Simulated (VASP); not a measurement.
Crystal: BP.

```
B P
1.0
     0.00000    2.26832    2.26832
     2.26832    0.00000    2.26832
     2.26832    2.26832    0.00000
B P
1 1
Cartesian
  0.0000 0.0000 0.0000
  1.1342 1.1342 1.1342
```

Base run:

```yaml
Program: VASP 6.6.1
Functional: r2SCAN
Potentials_or_basis: VASP PAW PBE potentials, release 64 (B, P)
Cutoff: 520 eV
k_mesh: 10 × 10 × 10
Occupations: gaussian, width 0.01 eV
Spin: no spin polarisation
```

Its results: band gap on the k mesh 1.45 eV, indirect (least direct gap 3.64 eV); pressure -0.5 GPa.

Q: The run is repeated on the same cell with these changes: functional from r2SCAN to PBE; further incar settings from ALGO = Normal; EDIFF = 1e-06; NBANDS = 11 to ALGO = Normal; EDIFF = 1e-07; NBANDS = 11. What comes out?

A: Band gap on the k mesh 1.24 eV, indirect (least direct gap 3.40 eV); pressure 1.0 GPa.

Caveats: the PAW data sets were made with another functional, which shifts forces and pressure a little (some runs).

A k mesh can miss the band edges.
